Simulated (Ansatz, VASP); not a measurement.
**Two plane-wave programs on Ca**

The input INCAR:

```
  PREC = Accurate
  ENCUT = 520
  EDIFF = 1E-6
  ISMEAR = 1
  SIGMA = 0.3
  LREAL = F
  LASPH = T
  NELM = 60
  ALGO = Normal
  ISIF = 2
  LWAVE = F
  LCHARG = F
  GGA = PE
  NBANDS = 11
```

File KPOINTS:

```
regular mesh
0
Gamma
  10 10 10
```

Contents of POSCAR:

```
Ca
1.0
    0.0000000000      2.7627089163      2.7627089163
    2.7627089163      0.0000000000      2.7627089163
    2.7627089163      2.7627089163      0.0000000000
Ca
1
Direct
    0.0000000000      0.0000000000      0.0000000000
```

Input for Ansatz:

```yaml
crystal:
  lattice:
    - [0.0, 2.7627089163, 2.7627089163]
    - [2.7627089163, 0.0, 2.7627089163]
    - [2.7627089163, 2.7627089163, 0.0]
  atoms:
    - { symbol: Ca, position: [0.0, 0.0, 0.0] }
hamiltonian:
  xc: pbe
  pseudopotentials:
    kind: paw
    azcp:
      Ca: "pseudopotentials/Ca.paw.azcp"
basis:
  ecutwfc: 420
  fft_grid_basis: typed
kpoints:
  mp_grid: { grid: [10, 10, 10], shift: [0, 0, 0] }
magnetization:
  spin_polarized: false
scf:
  occupations: { method: methfessel_paxton, width: 0.3 }
  lower_state_search: "off"
output:
  stress: true
```

Alike in both runs: task single point; functional PBE; k mesh 10 × 10 × 10; occupations methfessel-paxton of order 1, width 0.3 eV; no spin polarisation.

```csv
,VASP,Ansatz
version,VASP 6.6.1,Ansatz 0.2.0
potentials or method,"VASP PAW PBE potentials, release 64 (Ca_sv), cutoff 520 eV","plane waves (420 eV) with PAW, scalar-relativistic"
valence electrons in the cell,10,10
```

|  | VASP | Ansatz | Ansatz less VASP |
| --- | --- | --- | --- |
| pressure (GPa) | 0.0 | 0.0 | 0.00 |

The functional is the same, so the differences come from potentials, cutoffs and numerics.
